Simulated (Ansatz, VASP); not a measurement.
# MoH2 in VASP and in Ansatz

```
H Mo
1.0
     0.00000    2.88314    2.88314
     2.88314    0.00000    2.88314
     2.88314    2.88314    0.00000
H Mo
4 2
Direct
  0.12500 0.62500 0.62500
  0.62500 0.62500 0.12500
  0.62500 0.12500 0.62500
  0.62500 0.62500 0.62500
  0.00000 0.00000 0.00000
  0.25000 0.25000 0.25000
```

Change from the starting cell: species swapped into the TbFe2 type (Fd-3m, No. 227).

Alike in both runs: functional PBE; k mesh 12 × 12 × 12; occupations gaussian, width 0.1 eV; no spin polarisation.

Ansatz relaxed the structure, and its values are those at the end. VASP's run is a single point on that final structure, the one shown.

|  | VASP | Ansatz |
| --- | --- | --- |
| version | VASP 6.6.1 | Ansatz 0.2.0 |
| potentials or method | VASP PAW PBE potentials, release 64 (H, Mo_sv), cutoff 520 eV | scalar-relativistic, plane waves, PAW |
| valence electrons in the cell | 32 | 32 |

VASP gave:

- gap on the k mesh at the Fermi level (eV): none
- pressure (GPa): 0.3

Q: What did Ansatz give for the same quantities?

A: gap on the k mesh at the Fermi level (eV): none; pressure (GPa): 0.0.

A gap of «none» marks a metal or a gap that the smearing closes. With one functional, cell and mesh, what is left measures potentials, basis and numerics.
